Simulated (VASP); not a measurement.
# RbBr (Pm-3m) in VASP: further runs

The runs below take RbBr through single point, relaxation of cell and atoms, with PBE, LDA, PBEsol.

All numbers are computed with VASP 6.6.1; they aren't measurements. Logs are shortened: lines on timing, memory, paths and dates and some standing lists are left out, and cuts for length are marked.

**1. The cell of the first run**

It takes space group Pm-3m (No. 221, cubic). Conventional cell: a = 4.193 Å, b = 4.193 Å, c = 4.193 Å, α = 90.00°, β = 90.00°, γ = 90.00°. Rb (site symmetry m-3m) has 8 Br at 3.63 Å and 6 Rb at 4.19 Å within 4.8 Å. Within 4.8 Å of Br (site symmetry m-3m) lie 8 Rb at 3.63 Å and 6 Br at 4.19 Å.

**2. Single point, PBE, non-collinear spin, zero start, spin-orbit coupling**

INCAR reads:

```
SYSTEM = RbBr
  ALGO = Normal
  EDIFF = 1E-6
  ENCUT = 520
  GGA = PE
  GGA_COMPAT = .FALSE.
  ISIF = 2
  ISMEAR = -1
  LASPH = .TRUE.
  LCHARG = .FALSE.
  LORBIT = 11
  LORBMOM = .TRUE.
  LREAL = .FALSE.
  LSORBIT = .TRUE.
  LWAVE = .FALSE.
  MAGMOM = 0 0 0 0 0 0
  NBANDS = 28
  NELM = 150
  PREC = Accurate
  SIGMA = 0.05
```

KPOINTS reads:

```
k-points
0
G
  5 5 5
  0 0 0
```

POSCAR reads:

```
RbBr
1.0
    4.1930412504      0.0000000000      0.0000000000
    0.0000000000      4.1930412504      0.0000000000
    0.0000000000      0.0000000000      4.1930412504
Rb Br
1 1
Direct
    0.0000000000      0.0000000000      0.0000000000
    0.5000000000      0.5000000000      0.5000000000
```

Potentials or basis: VASP PAW PBE potentials, release 64 (Rb_sv, Br).

Launch:

```
$ cat potpaw_PBE.64/Rb_sv/POTCAR potpaw_PBE.64/Br/POTCAR > POTCAR
$ mpirun -np 1 vasp_ncl > vasp.out
```

OUTCAR:

```text
SYSTEM = RbBr
   EDIFF = 1E-6
   ENCUT = 520
   GGA = PE
   ISIF = 2
   ISMEAR = -1
   LASPH = .TRUE.
   LORBIT = 11
   LREAL = .FALSE.
   LSORBIT = .TRUE.
   NELM = 150
   PREC = Accurate

 ion  position               nearest neighbor table
   1  0.000  0.000  0.000-   2 3.63   2 3.63   2 3.63   2 3.63   2 3.63   2 3.63   2 3.63   2 3.63

   2  0.500  0.500  0.500-   1 3.63   1 3.63   1 3.63   1 3.63   1 3.63   1 3.63   1 3.63   1 3.63

  LATTYP: Found a simple cubic cell.
 ALAT       =     4.1930412504

  Lattice vectors:

 A1 = (   4.1930412504,   0.0000000000,   0.0000000000)
 A2 = (   0.0000000000,   4.1930412504,   0.0000000000)
 A3 = (   0.0000000000,   0.0000000000,   4.1930412504)

Analysis of symmetry for initial positions (statically):
=====================================================================
 Subroutine PRICEL returns:
 Original cell was already a primitive cell.

 Routine SETGRP: Setting up the symmetry group for a
 simple cubic supercell.

 Subroutine GETGRP returns: Found 48 space group operations
 (whereof 48 operations were pure point group operations)
 out of a pool of 48 trial point group operations.

The static configuration has the point symmetry O_h .

Analysis of symmetry for dynamics (positions and initial velocities):
=====================================================================
 Subroutine PRICEL returns:
 Original cell was already a primitive cell.

 Routine SETGRP: Setting up the symmetry group for a
 simple cubic supercell.

 Subroutine GETGRP returns: Found 48 space group operations
 (whereof 48 operations were pure point group operations)
 out of a pool of 48 trial point group operations.

The dynamic configuration has the point symmetry O_h .

Analysis of structural, dynamic, and magnetic symmetry:
=====================================================================
 Subroutine PRICEL returns:
 Original cell was already a primitive cell.

 Routine SETGRP: Setting up the symmetry group for a
 simple cubic supercell.

 Subroutine GETGRP returns: Found 48 space group operations
 (whereof 48 operations were pure point group operations)
 out of a pool of 48 trial point group operations.

The overall configuration has the point symmetry O_h .

 Subroutine INISYM returns: Found 48 space group operations
 (whereof 48 operations are pure point group operations),
 and found     1 'primitive' translations

----------------------------------------------------------------------------------------

                                     Primitive cell

  volume of cell :      73.7204

  direct lattice vectors                    reciprocal lattice vectors
     4.193041250  0.000000000  0.000000000     0.238490380  0.000000000  0.000000000
     0.000000000  4.193041250  0.000000000     0.000000000  0.238490380  0.000000000
     0.000000000  0.000000000  4.193041250     0.000000000  0.000000000  0.238490380

  length of vectors
     4.193041250  4.193041250  4.193041250     0.238490380  0.238490380  0.238490380

  position of ions in fractional coordinates (direct lattice)
     0.000000000  0.000000000  0.000000000
     0.500000000  0.500000000  0.500000000

  ion indices of the primitive-cell ions
   primitive index   ion index
                 1           1
                 2           2

----------------------------------------------------------------------------------------

 KPOINTS: k-points

Automatic generation of k-mesh.
 Grid dimensions read from file:
 generate k-points for:    5    5    5

 Generating k-lattice:

  Cartesian coordinates                     Fractional coordinates (reciprocal lattice)
[... 79 lines left out ...]
 NGX is ok and might be reduce to    32
   NGX = 15   NGY = 15   NGZ = 15

 number of electron      16.0000000 magnetization       0.0000000      0.0000000      0.0000000

 number of electron      16.0000001 magnetization       0.0000000      0.0000000     -0.0000000

 number of electron      16.0000001 magnetization      -0.0000000     -0.0000000      0.0000000

 Free energy of the ion-electron system (eV)
  ---------------------------------------------------
  ext. energy  EPLUGINS =         0.00000000
  ---------------------------------------------------
  free energy    TOTEN  =        -6.05727440 eV

  energy without entropy =       -6.05727440  energy(sigma->0) =       -6.05727440

 E-fermi :   0.3400     XC(G=0):  -7.7259

 val. band max:       -0.8763311610   @ k =   0.0000   0.0000   0.0000
 cond. band min:       3.0342507949   @ k =   0.0000   0.0000   0.0000
 fundamental gap:      3.9105819559
 Fermi energy:         0.3399775151

 k-point     1 :       0.0000    0.0000    0.0000
  band No.  band energies     occupation
      1     -26.0692      1.00000
      2     -26.0692      1.00000
      3     -13.4284      1.00000
      4     -13.4284      1.00000
      5     -10.6417      1.00000
      6     -10.6417      1.00000
[... 299 lines left out ...]
     27       8.2997      0.00000
     28       8.2997      0.00000

------------------------ aborting loop because EDIFF is reached ----------------------------------------

  FORCE on cell =-STRESS in cart. coord.  units (eV):
  Direction    XX          YY          ZZ          XY          YZ          ZX
  --------------------------------------------------------------------------------------
  -------------------------------------------------------------------------------------
  Total        0.0315353      0.0315353      0.0315353      0.0000000      0.0000000     -0.0000000
  in kB        0.6853622      0.6853622      0.6853622      0.0000000      0.0000000     -0.0000000
  external PRESSURE =       0.6853622 kB  Pullay stress =       0.0000000 kB

 VOLUME and BASIS-vectors are now :
 -----------------------------------------------------------------------------
  energy-cutoff  :      520.00
  volume of cell :       73.72
      direct lattice vectors                 reciprocal lattice vectors
     4.193041250  0.000000000  0.000000000     0.238490380  0.000000000  0.000000000
     0.000000000  4.193041250  0.000000000     0.000000000  0.238490380  0.000000000
     0.000000000  0.000000000  4.193041250     0.000000000  0.000000000  0.238490380

 POSITION                                       TOTAL-FORCE (eV/Angst)
 -----------------------------------------------------------------------------------
      0.00000      0.00000      0.00000         0.000000      0.000000      0.000000
      2.09652      2.09652      2.09652         0.000000      0.000000      0.000000
 -----------------------------------------------------------------------------------
    total drift:                                0.000000     -0.000000     -0.000000

  FREE ENERGIE OF THE ION-ELECTRON SYSTEM (eV)
  ---------------------------------------------------
  free  energy   TOTEN  =        -6.0572744043 eV

  energy  without entropy=       -6.0572744043  energy(sigma->0) =       -6.05727440

 orbital moment (x)

 # of ion     p       d       tot
 ----------------------------------------
  1         0.000   0.000   0.000
  2         0.000  -0.000  -0.000
 ----------------------------------------
            0.000   0.000   0.000

 orbital moment (y)

 # of ion     p       d       tot
 ----------------------------------------
  1         0.000   0.000   0.000
  2         0.000   0.000   0.000
 ----------------------------------------
            0.000   0.000   0.000

 orbital moment (z)

 # of ion     p       d       tot
 ----------------------------------------
  1         0.000  -0.000  -0.000
  2         0.000   0.000   0.000
 ----------------------------------------
            0.000  -0.000  -0.000

 Spin-Orbit-Coupling matrix elements

 Ion:    1  E_soc:     -0.0528487
 l=   1
     0.0000000    -0.0088011    -0.0088011
    -0.0088011     0.0000000    -0.0088011
    -0.0088011    -0.0088011     0.0000000
 l=   2
     0.0000000    -0.0000021     0.0000000    -0.0000021    -0.0000049
    -0.0000021     0.0000000    -0.0000037    -0.0000021    -0.0000012
     0.0000000    -0.0000037     0.0000000    -0.0000037     0.0000000
    -0.0000021    -0.0000021    -0.0000037     0.0000000    -0.0000012
    -0.0000049    -0.0000012     0.0000000    -0.0000012     0.0000000
 l=   3
     0.0000000     0.0000000     0.0000000     0.0000000     0.0000000     0.0000000     0.0000000
     0.0000000     0.0000000     0.0000000     0.0000000     0.0000000     0.0000000     0.0000000
     0.0000000     0.0000000     0.0000000     0.0000000     0.0000000     0.0000000     0.0000000
     0.0000000     0.0000000     0.0000000     0.0000000     0.0000000     0.0000000     0.0000000
     0.0000000     0.0000000     0.0000000     0.0000000     0.0000000     0.0000000     0.0000000
     0.0000000     0.0000000     0.0000000     0.0000000     0.0000000     0.0000000     0.0000000
     0.0000000     0.0000000     0.0000000     0.0000000     0.0000000     0.0000000     0.0000000

 Ion:    2  E_soc:     -0.0519582
 l=   1
     0.0000000    -0.0086592    -0.0086592
    -0.0086592     0.0000000    -0.0086592
    -0.0086592    -0.0086592     0.0000000
 l=   2
     0.0000000    -0.0000000     0.0000000    -0.0000000    -0.0000005
    -0.0000000     0.0000000    -0.0000004    -0.0000000    -0.0000001
     0.0000000    -0.0000004     0.0000000    -0.0000004     0.0000000
    -0.0000000    -0.0000000    -0.0000004     0.0000000    -0.0000001
    -0.0000005    -0.0000001     0.0000000    -0.0000001     0.0000000
 l=   3
     0.0000000     0.0000000     0.0000000     0.0000000     0.0000000     0.0000000     0.0000000
     0.0000000     0.0000000     0.0000000     0.0000000     0.0000000     0.0000000     0.0000000
     0.0000000     0.0000000     0.0000000     0.0000000     0.0000000     0.0000000     0.0000000
     0.0000000     0.0000000     0.0000000     0.0000000     0.0000000     0.0000000     0.0000000
     0.0000000     0.0000000     0.0000000     0.0000000     0.0000000     0.0000000     0.0000000
     0.0000000     0.0000000     0.0000000     0.0000000     0.0000000     0.0000000     0.0000000
     0.0000000     0.0000000     0.0000000     0.0000000     0.0000000     0.0000000     0.0000000

 total charge

# of ion       s       p       d       tot
------------------------------------------
    1        1.938   5.349   0.019   7.306
    2        1.601   3.283   0.001   4.885
--------------------------------------------------
tot          3.539   8.632   0.021  12.192

 magnetization (x)

# of ion       s       p       d       tot
------------------------------------------
    1        0.000   0.000  -0.000   0.000
    2       -0.000   0.000   0.000  -0.000
--------------------------------------------------
tot         -0.000   0.000  -0.000  -0.000

 magnetization (y)

# of ion       s       p       d       tot
------------------------------------------
    1       -0.000   0.000  -0.000  -0.000
    2       -0.000   0.000   0.000  -0.000
--------------------------------------------------
tot         -0.000   0.000  -0.000  -0.000

 magnetization (z)

# of ion       s       p       d       tot
------------------------------------------
    1        0.000   0.000   0.000   0.000
    2       -0.000   0.000   0.000  -0.000
--------------------------------------------------
tot         -0.000   0.000   0.000  -0.000
```

Wall time 95 s (1 thread of AMD EPYC 7R13, shared host); peak memory 0.28 GiB.

Results:

```yaml
Free_energy: -6.0573 eV
Pressure: 0.1 GPa
Net_moment: 0.00 μB per cell
Valence_electrons_inside_the_program's_atomic_spheres: Rb 7.31; Br 4.88
```

Moments on the atoms (μB; x, y, z):
```
Rb  0.00 0.00 0.00
Br  0.00 0.00 0.00
```

**3. Relaxation of cell and atoms, PBE, non-collinear spin, zero start, spin-orbit coupling**

This run uses another cell than the first one, of 35.12 Å³/atom.

INCAR reads:

```
SYSTEM = RbBr
ALGO = Normal
EDIFF = 1E-6
EDIFFG = -0.005
ENCUT = 600
GGA = PE
GGA_COMPAT = .False.
IBRION = 2
ISIF = 3
ISMEAR = -1
LASPH = .True.
LCHARG = .False.
LORBIT = 11
LORBMOM = .True.
LREAL = .False.
LSORBIT = .True.
LWAVE = .False.
MAGMOM = 0 0 0 0 0 0
NELM = 150
NSW = 80
PREC = Accurate
SIGMA = 0.05
```

KPOINTS reads:

```
k-points
0
Gamma
  5 5 5
  0 0 0
```

POSCAR reads:

```
RbBr
1.0
    4.1260773000      0.0000000000      0.0000000000
    0.0000000000      4.1260773000      0.0000000000
    0.0000000000      0.0000000000      4.1260773000
Rb Br
1 1
Direct
    0.0000000000      0.0000000000      0.0000000000
    0.5000000000      0.5000000000      0.5000000000
```

Potentials or basis: VASP PAW PBE potentials, release 64 (Rb_sv, Br).

Launch:

```
$ cat potpaw_PBE.64/Rb_sv/POTCAR potpaw_PBE.64/Br/POTCAR > POTCAR
$ mpirun -np 1 vasp_ncl > vasp.out
```

Wall time 6.1 min (1 thread of AMD EPYC 7R13, shared host); peak memory 0.36 GiB.

Results (log left out):

| Quantity | Value |
| --- | --- |
| Free energy | -6.0573 eV |
| Relaxed volume | 37.04 Å³/atom |
| Relaxed cell | a = 4.200 Å, b = 4.200 Å, c = 4.200 Å, α = 90.00°, β = 90.00°, γ = 90.00° |
| Space group after relaxing (to 0.1 Å) | Pm-3m (No. 221) |
| Energy gained by relaxing | 4.8 meV/atom |
| Ionic steps | 4 |
| Pressure after relaxing | 0.0 GPa |
| Net moment | 0.00 μB per cell |
| Valence electrons inside the program's atomic spheres | Rb 7.31; Br 4.88 |

The path:
```csv
step,energy change (eV),largest force (eV/Å),pressure (GPa),volume (Å³)
1,0.0000,0.0000,0.84,70.24
2,-0.0072,0.0000,0.40,72.12
3,-0.0096,0.0000,0.02,73.97
4,-0.0096,0.0000,0.01,74.09
```

Final structure:
```
Rb Br
1.0
     4.20002    0.00000    0.00000
     0.00000    4.20002    0.00000
     0.00000    0.00000    4.20002
Rb Br
1 1
Direct
  0.00000 0.00000 0.00000
  0.50000 0.50000 0.50000
```

Moments on the atoms (μB; x, y, z):
```
Rb  0.00 0.00 0.00
Br  0.00 0.00 0.00
```

**4. Single point, LDA**

This run uses another cell than the first one, of 31.22 Å³/atom.

INCAR reads:

```
PREC = Accurate
ENCUT = 520
EDIFF = 1E-6
ISMEAR = -1
SIGMA = 0.05
LREAL = False
LASPH = True
NELM = 80
ALGO = Normal
ISIF = 2
LWAVE = False
LCHARG = True
GGA = CA
LELF = True
LVHAR = True
NBANDS = 15
```

KPOINTS reads:

```
regular mesh
0
Gamma
  7 7 7
```

POSCAR reads:

```
RbBr
1.0
    3.9673373331      0.0000000000      0.0000000000
    0.0000000000      3.9673373331      0.0000000000
    0.0000000000      0.0000000000      3.9673373331
Rb Br
1 1
Direct
    0.0000000000      0.0000000000      0.0000000000
    0.5000000000      0.5000000000      0.5000000000
```

Potentials or basis: VASP PAW LDA potentials, release 64 (Rb_sv, Br).

Launch:

```
$ cat potpaw_LDA.64/Rb_sv/POTCAR potpaw_LDA.64/Br/POTCAR > POTCAR
$ mpirun -np 1 vasp_std > vasp.out
```

OUTCAR:

```text
PREC = Accurate
   ENCUT = 520
   EDIFF = 1E-6
   ISMEAR = -1
   LREAL = False
   LASPH = True
   NELM = 80
   ISIF = 2
   GGA = CA

 ion  position               nearest neighbor table
   1  0.000  0.000  0.000-   2 3.44   2 3.44   2 3.44   2 3.44   2 3.44   2 3.44   2 3.44   2 3.44

   2  0.500  0.500  0.500-   1 3.44   1 3.44   1 3.44   1 3.44   1 3.44   1 3.44   1 3.44   1 3.44

  LATTYP: Found a simple cubic cell.
 ALAT       =     3.9673373331

[... 541 lines left out ...]

------------------------ aborting loop because EDIFF is reached ----------------------------------------

  FORCE on cell =-STRESS in cart. coord.  units (eV):
  Direction    XX          YY          ZZ          XY          YZ          ZX
  --------------------------------------------------------------------------------------
  -------------------------------------------------------------------------------------
  Total        0.0282548      0.0282548      0.0282548     -0.0000000     -0.0000000     -0.0000000
  in kB        0.7249457      0.7249457      0.7249457     -0.0000000     -0.0000000     -0.0000000
  external PRESSURE =       0.7249457 kB  Pullay stress =       0.0000000 kB

 VOLUME and BASIS-vectors are now :
 -----------------------------------------------------------------------------
  energy-cutoff  :      520.00
  volume of cell :       62.44
      direct lattice vectors                 reciprocal lattice vectors
     3.967337333  0.000000000  0.000000000     0.252058223  0.000000000  0.000000000
     0.000000000  3.967337333  0.000000000     0.000000000  0.252058223  0.000000000
     0.000000000  0.000000000  3.967337333     0.000000000  0.000000000  0.252058223

 POSITION                                       TOTAL-FORCE (eV/Angst)
 -----------------------------------------------------------------------------------
      0.00000      0.00000      0.00000         0.000000      0.000000      0.000000
      1.98367      1.98367      1.98367         0.000000      0.000000      0.000000
 -----------------------------------------------------------------------------------
    total drift:                                0.000000      0.000000     -0.000000

  FREE ENERGIE OF THE ION-ELECTRON SYSTEM (eV)
  ---------------------------------------------------
  free  energy   TOTEN  =        -6.7198597496 eV

  energy  without entropy=       -6.7198597496  energy(sigma->0) =       -6.71985975
```

stdout:

```text
POSCAR found type information on POSCAR RbBr
 POSCAR found :  2 types and       2 ions
 scaLAPACK will be used
 LDA part: xc-table for (Slater(with rela. corr.)+CA(PZ))
 , standard interpolation
 POSCAR, INCAR and KPOINTS ok, starting setup
 FFT: planning ... GRIDC
 FFT: planning ... GRID_SOFT
 FFT: planning ... GRID
 WAVECAR not read
 entering main loop
```

Run time: 25 s. Hardware: 1 thread of Intel Xeon 8259CL, shared host; peak memory 0.15 GiB.

Results:

```
Free energy            : -6.7199 eV
Pressure               : 0.1 GPa
Band gap on the k mesh : 4.16 eV (least direct gap 4.28 eV)
```

Levels at points of the mesh, in eV from the valence-band top:
| k point | band 5 | band 6 | band 7 | band 8 | band 9 | band 10 | band 11 | band 12 |
| --- | --- | --- | --- | --- | --- | --- | --- | --- |
| (0.00, 0.00, 0.00) | -8.80 | -0.12 | -0.12 | -0.12 | 4.16 | 5.17 | 5.17 | 10.15 |

Caveat: an odd mesh through Γ misses points on the zone boundary, where band edges can lie.

**5. Single point, PBEsol**

This run uses another cell than the first one, of 33.71 Å³/atom.

INCAR reads:

```
ALGO = Normal
EDIFF = 1E-6
ENCUT = 520
GGA = PS
ISIF = 2
ISMEAR = -1
LASPH = T
LCHARG = F
LREAL = F
LWAVE = F
NBANDS = 15
NELM = 100
PREC = Accurate
SIGMA = 0.05
```

KPOINTS reads:

```
k-points
0
Gamma
  7 7 7
```

POSCAR reads:

```
RbBr
1.0
    4.0701441523      0.0000000000      0.0000000000
    0.0000000000      4.0701441523      0.0000000000
    0.0000000000      0.0000000000      4.0701441523
Rb Br
1 1
Direct
    0.0000000000      0.0000000000      0.0000000000
    0.5000000000      0.5000000000      0.5000000000
```

Potentials or basis: VASP PAW PBE potentials, release 64 (Rb_sv, Br).

Launch:

```
$ cat potpaw_PBE.64/Rb_sv/POTCAR potpaw_PBE.64/Br/POTCAR > POTCAR
$ mpirun -np 1 vasp_std > vasp.out
```

Wall time 29 s (1 thread of Intel Xeon 8259CL, shared host); peak memory 0.17 GiB.

Results (log left out):

```yaml
Free_energy: -6.3010 eV
Pressure: 0.1 GPa
Band_gap_on_the_k_mesh: 4.07 eV (least direct gap 4.20 eV)
```

Levels at points of the mesh, in eV from the valence-band top:
| k point | band 6 | band 7 | band 8 | band 9 | band 10 | band 11 |
| --- | --- | --- | --- | --- | --- | --- |
| (0.00, 0.00, 0.00) | -0.13 | -0.13 | -0.13 | 4.07 | 5.43 | 5.43 |

Caveat: the PAW data sets were made with another functional, which shifts forces and pressure a little; an odd mesh through Γ misses points on the zone boundary, where band edges can lie.

**6. Overview**

```tsv
task	level	potentials or basis	spin	cell	k mesh	cutoff (eV)	gap on the mesh (eV)	pressure (GPa)	moment (μB)
single point	PBE	VASP PAW PBE potentials, release 64 (Rb_sv, Br)	non-collinear, zero start, SOC	a = 4.193 Å, 2 atoms	5 × 5 × 5	520	-	0.1	0.00
relaxation of cell and atoms	PBE	VASP PAW PBE potentials, release 64 (Rb_sv, Br)	non-collinear, zero start, SOC	relaxed from a = 4.126 Å, 2 atoms	5 × 5 × 5	600	-	0.0	0.00
single point	LDA	VASP PAW LDA potentials, release 64 (Rb_sv, Br)	off	a = 3.967 Å, 2 atoms	7 × 7 × 7	520	4.16	0.1	-
single point	PBEsol	VASP PAW PBE potentials, release 64 (Rb_sv, Br)	off	a = 4.070 Å, 2 atoms	7 × 7 × 7	520	4.07	0.1	-
```

Alike in all rows: smearing fermi-dirac 0.05 eV.

Caveats: an odd mesh through Γ misses points on the zone boundary, where band edges can lie (at least some runs); the PAW data sets were made with another functional, which shifts forces and pressure a little (at least some runs).

Absolute energies hang on the potentials; compare differences alone.
